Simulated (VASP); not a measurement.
# C (P1) in VASP: a series of runs, part 2 of 2

VASP 6.6.1.

### Step 3. Single point, r2SCAN

File POSCAR:

```
C
1.0
    0.0000000000      3.5602482822      3.5602482822
    3.5602482822      0.0000000000      3.5602482822
    5.3403724233      5.3403724233      0.0000000000
C
24
Direct
   -0.0025265092     -0.0108866003      0.0109306983
    0.1104427188      0.1270418421      0.0923496455
    0.0111506268     -0.0051238000      0.3314358737
    0.1435342312      0.1353985626      0.4098441694
   -0.0031893843      0.0000735904      0.6631580570
    0.1160211219      0.1281284236      0.7490095602
   -0.0062289195      0.4942785897      0.0085543659
    0.1209469020      0.6158592958      0.0868682862
   -0.0109746560      0.5114714918      0.3258781152
    0.1221618453      0.6297388054      0.4105538577
    0.0070534407      0.5022677797      0.6632230338
    0.1356321138      0.6230020561      0.7488801685
    0.4990077543      0.0061384764     -0.0029820954
    0.6262264099      0.1268685396      0.0846840752
    0.5192257263     -0.0175949808      0.3336444275
    0.6189458783      0.1327306307      0.4199488017
    0.4876183801      0.0002964681      0.6675247000
    0.6241518355      0.1238111685      0.7410927902
    0.5152760017      0.5048312245      0.0013908206
    0.6131635569      0.6389449049      0.0870908362
    0.4844743578      0.5043123001      0.3290420332
    0.6204592559      0.6143456373      0.4161211661
    0.5103721302      0.4916377627      0.6683094768
    0.6370550086      0.6224282197      0.7534468912
```

File INCAR.step1:

```
SYSTEM = C
ALGO     = Normal         ! electronic algorithm
EDIFF    = 1E-4           ! SCF threshold, eV
ENCUT    = 520            ! plane-wave cutoff, eV
GGA      = PE             ! functional
ISMEAR   = -1             ! smearing method
LASPH    = .TRUE.         ! aspherical terms in the spheres
LCHARG   = .FALSE.        ! write CHGCAR
LREAL    = Auto         
LWAVE    = .TRUE.         ! write WAVECAR
NBANDS   = 66             ! bands
NELM     = 100            ! most SCF steps
PREC     = Accurate       ! precision mode
SIGMA    = 0.112          ! smearing width, eV
```

File INCAR.step2:

```
SYSTEM = C
ALGO     = Normal         ! electronic algorithm
EDIFF    = 1E-6           ! SCF threshold, eV
ENCUT    = 520            ! plane-wave cutoff, eV
ISIF     = 2              ! what is computed and relaxed
ISMEAR   = -1             ! smearing method
ISTART   = 1            
LASPH    = .TRUE.         ! aspherical terms in the spheres
LCHARG   = .FALSE.        ! write CHGCAR
LMIXTAU  = .TRUE.       
LREAL    = Auto         
LWAVE    = .FALSE.        ! write WAVECAR
METAGGA  = R2SCAN         ! meta-GGA
NBANDS   = 66             ! bands
NELM     = 100            ! most SCF steps
PREC     = Accurate       ! precision mode
SIGMA    = 0.112          ! smearing width, eV
```

File KPOINTS:

```
k-points
0
G
  4 4 2
  0 0 0
```

Potentials or basis: VASP PAW PBE potentials, release 64 (C).

The run is started by

```console
$ cat potpaw_PBE.64/C/POTCAR > POTCAR
$ cp INCAR.step1 INCAR
$ mpirun -np 1 vasp_std > vasp.out
$ cp INCAR.step2 INCAR
$ mpirun -np 1 vasp_std > vasp.out
```

OUTCAR:

```text
SYSTEM = C
   EDIFF = 1E-6
   ENCUT = 520
   ISIF = 2
   ISMEAR = -1
   ISTART = 1
   LASPH = .TRUE.
   LREAL = Auto
   METAGGA = R2SCAN
   NELM = 100
   PREC = Accurate

 ion  position               nearest neighbor table
   1  0.997  0.989  0.011-  14 1.53   2 1.53   8 1.54   6 1.62
   2  0.110  0.127  0.092-   3 1.48   7 1.51   1 1.53  13 1.60
   3  0.011  0.995  0.331-   2 1.48  10 1.50   4 1.61  16 1.61
   4  0.144  0.135  0.410-  15 1.55   9 1.55   5 1.57   3 1.61
   5  0.997  0.000  0.663-  18 1.53   6 1.55  12 1.55   4 1.57
   6  0.116  0.128  0.749-  17 1.53  11 1.54   5 1.55   1 1.62
[... 16 lines left out ...]
  23  0.510  0.492  0.668-  18 1.52  12 1.54  22 1.56  24 1.58
  24  0.637  0.622  0.753-  11 1.52  19 1.53  17 1.56  23 1.58

  LATTYP: Found a face centered orthorhombic cell.
 ALAT       =     5.0349514061
 B/A-ratio  =     1.7320508076
 C/A-ratio  =     2.4494897428

  Lattice vectors:

 A1 = (   5.3403724233,   5.3403724233,   0.0000000000)
 A2 = (   1.7801241411,   5.3403724233,  -3.5602482822)
 A3 = (   0.0000000000,   3.5602482822,   3.5602482822)

Analysis of symmetry for initial positions (statically):
=====================================================================
 Subroutine PRICEL returns:
 Original cell was already a primitive cell.

 Routine SETGRP: Setting up the symmetry group for a
 face centered orthorhombic supercell.

 Subroutine GETGRP returns: Found  1 space group operations
 (whereof  1 operations were pure point group operations)
 out of a pool of  8 trial point group operations.

The static configuration has the point symmetry C_1 .

Analysis of symmetry for dynamics (positions and initial velocities):
=====================================================================
 Subroutine PRICEL returns:
 Original cell was already a primitive cell.

[... 190 lines left out ...]
  Fermi-wavevector in a.u.,A,eV,Ry     =   1.459860  2.758735 28.996616  2.131191
  Thomas-Fermi vector in A             =   2.576377
   LORBIT       =      0    0 simple, 1 ext, 2 COOP (PROOUT), +10 PAW based schemes
   METAGGA = R2SCAN    functional components
   LHFCALC =     F    Hartree Fock is set to
   AEXX    =    0.0000 exact exchange contribution
   IVDW    =     0    specifies the selected vdW correction
   LEPSILON=     F    determine dielectric tensor
   LRPA    =     F    only Hartree local field effects (RPA)
 non-spin polarized calculation
  energy-cutoff  :      520.00
  volume of cell :      135.38
 maximum number of plane-waves:      3662
 NGX is ok and might be reduce to    40
   NGX = 19   NGY = 19   NGZ = 29

 number of electron      95.9999999 magnetization

 Free energy of the ion-electron system (eV)
  ---------------------------------------------------
  ext. energy  EPLUGINS =         0.00000000
  ---------------------------------------------------
  free energy    TOTEN  =      -234.17571763 eV

  energy without entropy =     -234.17571763  energy(sigma->0) =     -234.17571763

 E-fermi :  11.9478     XC(G=0): -14.2905

 val. band max:        9.9855111029   @ k =   0.0000   0.0000   0.0000
 cond. band min:      13.9994153056   @ k =   0.2500   0.2500   0.0000
 fundamental gap:      4.0139042028
 Fermi energy:        11.9478387938

 k-point     1 :       0.0000    0.0000    0.0000
  band No.  band energies     occupation
      1     -13.0170      2.00000
      2      -9.9933      2.00000
      3      -9.6992      2.00000
      4      -7.2974      2.00000
      5      -7.0610      2.00000
      6      -7.0088      2.00000
[... 1249 lines left out ...]
     59      18.5575      0.00000
     60      18.7320      0.00000
 [bands above 60 left out]

------------------------ aborting loop because EDIFF is reached ----------------------------------------

  FORCE on cell =-STRESS in cart. coord.  units (eV):
  Direction    XX          YY          ZZ          XY          YZ          ZX
  --------------------------------------------------------------------------------------
  -------------------------------------------------------------------------------------
  Total        2.6565807      2.3274282      2.2055337      0.4643288     -0.6417479     -0.5937769
  in kB       31.4392002     27.5438578     26.1013015      5.4950809     -7.5947397     -7.0270299
  external PRESSURE =      28.3614531 kB  Pullay stress =       0.0000000 kB

 VOLUME and BASIS-vectors are now :
 -----------------------------------------------------------------------------
  energy-cutoff  :      520.00
  volume of cell :      135.38
      direct lattice vectors                 reciprocal lattice vectors
     0.000000000  3.560248282  3.560248282    -0.140439644  0.140439644  0.140439644
     3.560248282  0.000000000  3.560248282     0.140439644 -0.140439644  0.140439644
     5.340372423  5.340372423  0.000000000     0.093626429  0.093626429 -0.093626429

 POSITION                                       TOTAL-FORCE (eV/Angst)
 -----------------------------------------------------------------------------------
      3.57986      3.60963      7.07274        -0.933864     -2.519738      1.339171
      0.94548      0.88639      0.84550        -2.452183      0.213902      1.376401
      5.31200      1.80969      3.58171         3.056718     -0.425501      0.060784
      2.67077      2.69974      0.99307        -1.009239     -0.664670     -3.657523
      3.54177      7.09040      3.54916         0.019836      0.882655      1.094916
      4.45616      4.41305      0.86923         0.282998      1.425135     -0.371006
[... 16 lines left out ...]
      5.31937      5.38607      3.56740         0.343142     -1.047892     -0.072564
      6.23969      6.29176      4.48407        -0.521377     -1.881932     -0.596819
 -----------------------------------------------------------------------------------
    total drift:                               -0.034178      0.016060      0.029898

  FREE ENERGIE OF THE ION-ELECTRON SYSTEM (eV)
  ---------------------------------------------------
  free  energy   TOTEN  =      -234.1757176348 eV

  energy  without entropy=     -234.1757176250  energy(sigma->0) =     -234.17571763
```

Wall time 10 min (1 thread of Intel Xeon Platinum 8488C (Sapphire Rapids), shared host); peak memory 0.34 GiB.

What came out:

```
Free energy            : -234.1757 eV
Pressure               : 2.8 GPa
Largest force          : 3.852 eV/Å
Band gap on the k mesh : 4.01 eV
```

Forces in eV/Å, atoms in the order of the input:
```
C   -0.934 -2.520  1.339
C   -2.452  0.214  1.376
C    3.057 -0.426  0.061
C   -1.009 -0.665 -3.658
C    0.020  0.883  1.095
C    0.283  1.425 -0.371
C   -0.418 -1.282  1.381
C    0.324 -0.124  2.451
C   -0.755  3.438 -0.692
C    1.099  0.091 -0.864
C    0.134  0.079 -0.474
C    0.219 -0.512 -1.048
C    0.851 -0.270 -0.126
C   -0.689  0.630  0.175
C    2.792 -2.545  0.336
C   -3.067  0.463 -0.598
C   -0.256  0.819  1.238
C    1.805  1.668 -0.448
C   -0.693 -2.014 -2.978
C   -1.974  0.741  0.545
C    0.544  2.417  0.688
C    1.296  0.421  1.238
C    0.343 -1.048 -0.073
C   -0.521 -1.882 -0.597
```

Levels at points of the mesh, in eV from the valence-band top:
```csv
k point,band 44,band 45,band 46,band 47,band 48,band 49,band 50,band 51,band 52,band 53
"(0.00, 0.00, 0.00)",-2.46,-2.32,-0.38,-0.09,0.00,4.64,4.66,4.95,5.11,5.34
"(0.50, 0.00, 0.00)",-3.74,-2.23,-2.08,-2.02,-1.82,4.56,4.82,5.98,6.12,7.11
"(0.00, 0.50, 0.00)",-3.84,-2.22,-2.11,-1.80,-1.67,4.64,4.81,6.00,6.21,7.04
"(0.50, 0.50, 0.00)",-3.49,-3.30,-3.21,-1.98,-1.84,4.30,4.37,6.34,6.46,6.57
"(0.00, 0.00, 0.50)",-2.95,-1.56,-1.45,-1.16,-0.83,4.54,4.62,4.70,4.86,5.17
"(0.50, 0.00, 0.50)",-3.67,-3.11,-2.90,-2.62,-2.34,5.13,5.15,5.96,6.02,6.07
"(0.00, 0.50, 0.50)",-3.49,-3.03,-2.92,-2.57,-2.01,5.03,5.06,5.94,6.17,6.25
"(0.50, 0.50, 0.50)",-3.37,-2.86,-2.65,-1.91,-1.75,5.43,5.53,6.34,6.46,6.95
```

Caveat: the k points lie up to 0.51 Å⁻¹ apart; the atoms stand as in a frame of molecular dynamics; the PAW data sets were made with another functional, which shifts forces and pressure a little.

### Step 4. Single point, r2SCAN

This run uses another cell than the first one, of 5.65 Å³/atom.

File POSCAR:

```
C
1.0
    0.0000000000      3.5627840000      3.5627840000
    3.5627840000      0.0000000000      3.5627840000
    5.3441770000      5.3441770000      0.0000000000
C
24
Direct
    0.0009792904     -0.0072797004     -0.0062400628
    0.1270535907      0.1209996172      0.0757683550
    0.0074603175      0.0175656172      0.3268616477
    0.1332069247      0.1275442182      0.4118026967
   -0.0166396560      0.0084432567      0.6661238017
    0.1297679006      0.1117553015      0.7490410591
    0.0098511445      0.4872564545      0.0041809057
    0.1261853090      0.6215215405      0.0882285523
   -0.0095700441      0.5145815744      0.3310930757
    0.1144912237      0.6263709784      0.4234740915
    0.0176745208      0.4875405020      0.6649881731
    0.1266881461      0.6324552653      0.7484781099
    0.5047387100     -0.0120650031      0.0094791022
    0.6286721283      0.1223021098      0.0853044351
    0.5194799909     -0.0188209557      0.3379182613
    0.6269142334      0.1234680520      0.4198513635
    0.5001615310      0.0054245500      0.6678844095
    0.6053166569      0.1460856173      0.7493349303
    0.5055905719      0.5109391981     -0.0041881098
    0.6198298858      0.6292494858      0.0906362196
    0.4920632292      0.4865290739      0.3380397019
    0.6169314502      0.6211823394      0.4204824241
    0.4988322334      0.5149558604      0.6734231482
    0.6411963229      0.6295610399      0.7603133279
```

File INCAR.step1:

```
SYSTEM = C
PREC = Accurate ; ENCUT = 520
ISMEAR = -1 ; SIGMA = 0.146
LREAL = Auto ; LASPH = .TRUE.
NELM = 80 ; NBANDS = 66
GGA = PE ; ALGO = Normal
EDIFF = 1E-4 ; LWAVE = .TRUE.
LCHARG = .FALSE.
```

File INCAR.step2:

```
SYSTEM = C
PREC = Accurate ; ENCUT = 520
EDIFF = 1E-6 ; ISMEAR = -1
SIGMA = 0.146 ; LREAL = Auto
LASPH = .TRUE. ; NELM = 80
ALGO = Normal ; ISIF = 2
LWAVE = .FALSE. ; LCHARG = .FALSE.
METAGGA = R2SCAN ; LMIXTAU = .TRUE.
NBANDS = 66 ; ISTART = 1
```

File KPOINTS:

```
Automatic mesh
0
G
  4 4 2
  0 0 0
```

Potentials or basis: VASP PAW PBE potentials, release 64 (C).

The run is started by

```console
$ cat potpaw_PBE.64/C/POTCAR > POTCAR
$ cp INCAR.step1 INCAR
$ mpirun -np 1 vasp_std > vasp.out
$ cp INCAR.step2 INCAR
$ mpirun -np 1 vasp_std > vasp.out
```

OUTCAR:

```text
SYSTEM = C
   PREC = Accurate
   ENCUT = 520
   EDIFF = 1E-6
   ISMEAR = -1
   LREAL = Auto
   LASPH = .TRUE.
   NELM = 80
   ISIF = 2
   METAGGA = R2SCAN
   ISTART = 1

 ion  position               nearest neighbor table
   1  0.001  0.993  0.994-   6 1.51   8 1.53  14 1.53   2 1.55
   2  0.127  0.121  0.076-   7 1.51   1 1.55   3 1.55  13 1.56
   3  0.007  0.018  0.327-   4 1.49   2 1.55  16 1.57  10 1.61
[... 1541 lines left out ...]
  -------------------------------------------------------------------------------------
  Total        1.4194775      1.2359627      1.5045370      0.3197975     -1.2858678     -0.2165956
  in kB       16.7629046     14.5957406     17.7673899      3.7765547    -15.1850807     -2.5578226
  external PRESSURE =      16.3753451 kB  Pullay stress =       0.0000000 kB

 VOLUME and BASIS-vectors are now :
 -----------------------------------------------------------------------------
  energy-cutoff  :      520.00
  volume of cell :      135.67
      direct lattice vectors                 reciprocal lattice vectors
     0.000000000  3.562784000  3.562784000    -0.140339689  0.140339689  0.140339689
     3.562784000  0.000000000  3.562784000     0.140339689 -0.140339689  0.140339689
     5.344177000  5.344177000  0.000000000     0.093559775  0.093559775 -0.093559775

 POSITION                                       TOTAL-FORCE (eV/Angst)
 -----------------------------------------------------------------------------------
      8.84768      5.31432      3.54034         1.386508      1.100743      0.455184
      0.83602      0.85758      0.88376         1.397888      1.924796      0.080275
      1.80939      1.77339      0.08916        -1.231176      0.309298     -3.273412
      2.65516      2.67533      0.92900         1.202623     -0.046775      0.017383
      3.58997      7.06338      3.53358        -1.133399      0.968830      1.191725
      4.40117      4.46534      0.86050         0.973400     -1.133729      0.598194
[... 16 lines left out ...]
      5.43357      5.37612      3.61191        -1.161737     -0.653689     -0.584154
      6.30624      6.34769      4.52743        -2.510853     -3.375974     -0.697313
 -----------------------------------------------------------------------------------
    total drift:                                0.028543      0.020754      0.025682

  FREE ENERGIE OF THE ION-ELECTRON SYSTEM (eV)
  ---------------------------------------------------
  free  energy   TOTEN  =      -234.0225554046 eV

  energy  without entropy=     -234.0225546629  energy(sigma->0) =     -234.02255503
```

Run time: 8.1 min. Hardware: 1 thread of Intel Xeon Platinum 8488C (Sapphire Rapids), shared host; peak memory 0.34 GiB.

What came out:

- Free energy: -234.0226 eV
- Pressure: 1.6 GPa
- Largest force: 4.265 eV/Å
- Band gap on the k mesh: 4.00 eV

Forces on the atoms (eV/Å):
```
C    1.387  1.101  0.455
C    1.398  1.925  0.080
C   -1.231  0.309 -3.273
C    1.203 -0.047  0.017
C   -1.133  0.969  1.192
C    0.973 -1.134  0.598
C    0.886 -2.127  0.588
C   -1.196 -1.253  0.727
C   -0.973  2.478 -0.992
C   -1.319 -0.615  1.602
C    2.755 -0.396 -0.439
C    0.177  0.618 -0.814
C    0.747 -3.073  1.315
C   -0.151 -0.085  0.247
C    1.910 -3.402  0.318
C   -0.981  0.458  0.104
C   -0.421  0.465 -0.204
C   -0.790  3.238  0.211
C    1.117  2.495 -2.365
C   -2.563  1.032 -0.578
C    2.033 -0.253  1.763
C   -0.155  1.325  0.731
C   -1.162 -0.654 -0.584
C   -2.511 -3.376 -0.697
```

Levels at points of the mesh, in eV from the valence-band top:
```
           k point  band 44  band 45  band 46  band 47  band 48  band 49  band 50  band 51  band 52  band 53
(0.00, 0.00, 0.00)    -2.63    -2.39    -0.32    -0.28     0.00     4.57     4.63     4.86     5.14     5.26
(0.50, 0.00, 0.00)    -3.84    -2.37    -2.16    -1.94    -1.78     4.57     4.69     5.85     6.00     7.02
(0.00, 0.50, 0.00)    -3.96    -2.28    -2.27    -1.80    -1.73     4.60     4.66     6.00     6.05     7.15
(0.50, 0.50, 0.00)    -3.49    -3.39    -3.25    -1.92    -1.74     4.24     4.38     6.24     6.39     6.48
(0.00, 0.00, 0.50)    -2.90    -1.47    -1.39    -1.21    -1.00     4.43     4.62     4.68     4.81     5.10
(0.50, 0.00, 0.50)    -3.61    -3.09    -3.02    -2.69    -2.25     4.98     5.06     5.83     5.96     6.03
(0.00, 0.50, 0.50)    -3.64    -3.11    -2.90    -2.48    -2.23     5.01     5.10     5.95     5.97     6.13
(0.50, 0.50, 0.50)    -3.28    -2.85    -2.62    -2.28    -1.57     5.40     5.51     6.21     6.58     6.86
```

Caveat: the k points lie up to 0.51 Å⁻¹ apart; the atoms stand as in a frame of molecular dynamics; the PAW data sets were made with another functional, which shifts forces and pressure a little. A k mesh can miss the band edges.

### Step 5. Overview

| cell | smearing | gap on the mesh (eV) | pressure (GPa) | largest force (eV/Å) |
| --- | --- | --- | --- | --- |
| a = 5.035, b = 5.035, c = 7.552 Å, angles 60.0°, 24 atoms, atomic positions A | fermi-dirac 0.112 eV | 3.77 | 4.7 | 5.68 |
| a = 5.035, b = 5.035, c = 7.552 Å, angles 60.0°, 24 atoms, atomic positions B | fermi-dirac 0.112 eV | 4.01 | 2.8 | 3.85 |
| a = 5.039, b = 5.039, c = 7.558 Å, angles 60.0°, 24 atoms, atomic positions C | fermi-dirac 0.146 eV | 4.00 | 1.6 | 4.26 |

Alike in all rows: task single point; level r2SCAN; potentials or basis VASP PAW PBE potentials, release 64 (C); no spin polarisation; k mesh 4 × 4 × 2; cutoff (eV) 520.

Caveats: all runs use coarse meshes; the atoms stand as in a frame of molecular dynamics; the PAW data sets were made with another functional, which shifts forces and pressure a little.

Absolute energies hang on the potentials; compare differences alone.
